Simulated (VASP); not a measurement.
Rb: electric field gradients with r2SCAN

The system is Rb.

```xyz
1
Lattice="-3.0125 3.0125 2.7844 3.0125 -3.0125 2.7844 3.0125 3.0125 -2.7844" Properties=species:S:1:pos:R:3 pbc="T T T"
Rb    0.0000    0.0000    0.0000
```

```yaml
Program: VASP 6.6.1
Task: electric field gradients
Functional: r2SCAN
Potentials_or_basis: VASP PAW PBE potentials, release 64 (Rb_sv)
Cutoff: 520 eV
k_mesh: 10 × 10 × 10
Occupations: fermi-dirac, width 0.08 eV
Spin: no spin polarisation
Dipole_correction: no
Further_INCAR_settings: ALGO = Normal; EDIFF = 1e-08; NBANDS = 10
```

The pressure is -0.1 GPa, the band gap on the k mesh is zero (an odd number of electrons rules out a gap without spin polarisation) and the largest electric field gradient by atom is Rb +0.4 V/Å².

Levels at points of the mesh, in eV from the Fermi level:
```tsv
k point	band 3	band 4	band 5	band 6	band 7	band 8
(0.00, 0.00, 0.00)	-13.64	-13.64	-1.96	3.74	4.17	4.17
(0.50, 0.00, 0.00)	-13.66	-13.64	0.42	0.72	2.71	4.62
(0.50, 0.50, 0.00)	-13.66	-13.63	0.28	0.53	3.16	4.39
(0.50, 0.50, 0.50)	-13.69	-13.68	1.28	1.50	2.98	2.98
```

Electric field gradients, principal values (V/Å²):
| atom | least | middle | greatest (by size) |
| --- | --- | --- | --- |
| 1 Rb | -0.207 | -0.207 | 0.413 |

It took 7.2 min on 1 thread of Intel(R) Xeon(R) Platinum 8488C (Sapphire Rapids), with other jobs on the host, peak memory 0.31 GiB.

Caveat: without QUAD_EFG the Cq values of the log hold for a quadrupole moment of 1 mb, not for the nuclei; the PAW data sets were made with another functional, which shifts forces and pressure a little.
